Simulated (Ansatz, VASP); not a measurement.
## One calculation of MgO, two programs

```
Mg O
1.0
     0.00000    2.10211    2.10211
     2.10211    0.00000    2.10211
     2.10211    2.10211    0.00000
Mg O
1 1
Direct
  0.00000 0.00000 0.00000
  0.50000 0.50000 0.50000
```

Alike in both runs: task single point; functional r2SCAN; k mesh 10 × 10 × 10; occupations gaussian, width 0.02 eV; no spin polarisation.

```csv
,VASP,Ansatz
version,VASP 6.6.1,Ansatz 0.2.0
potentials or method,"VASP PAW PBE potentials, release 64 (Mg_sv, O), cutoff 660 eV","scalar-relativistic, plane waves, PAW"
valence electrons in the cell,16,16
```

Ansatz gave:

```
gap on the k mesh at the Fermi level (eV) : 5.69
least direct gap on the mesh (eV)         : 5.69
pressure (GPa)                            : 0.0
```

Problem. Estimate VASP's values.

Solution. gap on the k mesh at the Fermi level (eV): 5.71; least direct gap on the mesh (eV): 5.71; pressure (GPa): -0.2.

VASP's potentials were made for PBE, not for r2SCAN.
